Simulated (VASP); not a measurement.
Set up this calculation in VASP 6.6.1, as the native input.

```
Task                   : relaxation of cell and atoms
Functional             : PBE
Potentials or basis    : VASP PAW PBE potentials, release 64 (Sr_sv, O)
Cutoff                 : 600 eV
k mesh                 : 6 × 6 × 2
Occupations            : gaussian, width 0.1 eV
Spin                   : no spin polarisation
Dipole correction      : no
Further INCAR settings : ALGO = Normal; EDIFF = 1e-07; IBRION = 2; EDIFFG = -0.04; NSW = 90; ISIF = 3
```

The structure of Sr4O3 lies in POSCAR:

```
Sr4O3
1.0
    4.9897755100      0.0000000000      0.0000000000
   -2.4948877500      4.3212723500      0.0000000000
    0.0000000000      0.0000000000      7.6967841900
Sr O
4 3
Direct
    0.3333333300      0.6666666700      0.7988516000
    0.6666666700      0.3333333300      0.7988516000
    0.6666666700      0.3333333300      0.2011484000
    0.3333333300      0.6666666700      0.2011484000
    0.5000000000      0.0000000000      0.0000000000
    0.0000000000      0.5000000000      0.0000000000
    0.5000000000      0.5000000000      0.0000000000
```

The cell was generated, and may not be a known phase.

The input as run:

INCAR

```
SYSTEM = Sr4O3
ALGO = Normal ; EDIFF = 1E-7
EDIFFG = -0.04 ; ENCUT = 600
GGA = PE ; IBRION = 2
ISIF = 3 ; ISMEAR = 0
LASPH = .TRUE. ; LCHARG = .FALSE.
LREAL = .FALSE. ; LWAVE = .FALSE.
NELM = 80 ; NSW = 90
PREC = Accurate ; SIGMA = 0.1
```

KPOINTS

```
k-points
0
G
  6 6 2
  0 0 0
```

Potentials or basis: VASP PAW PBE potentials, release 64 (Sr_sv, O).

Launch:

```bash
$ cat potpaw_PBE.64/Sr_sv/POTCAR potpaw_PBE.64/O/POTCAR > POTCAR
$ mpirun -np 1 vasp_std > vasp.out
```

It gave:

| Property | Result |
| --- | --- |
| Relaxed volume | 37.68 Å³/atom |
| Relaxed cell | a = 6.384 Å, b = 6.384 Å, c = 7.474 Å, α = 90.00°, β = 90.00°, γ = 120.00° |
| Space group after relaxing (to 0.1 Å) | P6/mmm (No. 191) |
| Energy gained by relaxing | 1216.5 meV/atom |
| Ionic steps | 12 |
| Pressure after relaxing | 0.0 GPa |
| Largest force after relaxing | 0.028 eV/Å |
| Band gap on the k mesh | zero (bands 29 and 30 overlap by 0.26 eV) |

Caveat: the k points lie up to 0.42 Å⁻¹ apart in the final cell; the volume moved by over 15 % at a fixed basis, so the end points are rough; semilocal functionals underestimate gaps, and a narrow one can read as zero.

Run time: 16 min on 1 thread of Intel(R) Xeon(R) Platinum 8375C CPU @ 2.90GHz (Ice Lake), with other jobs on the host, peak memory 0.36 GiB.
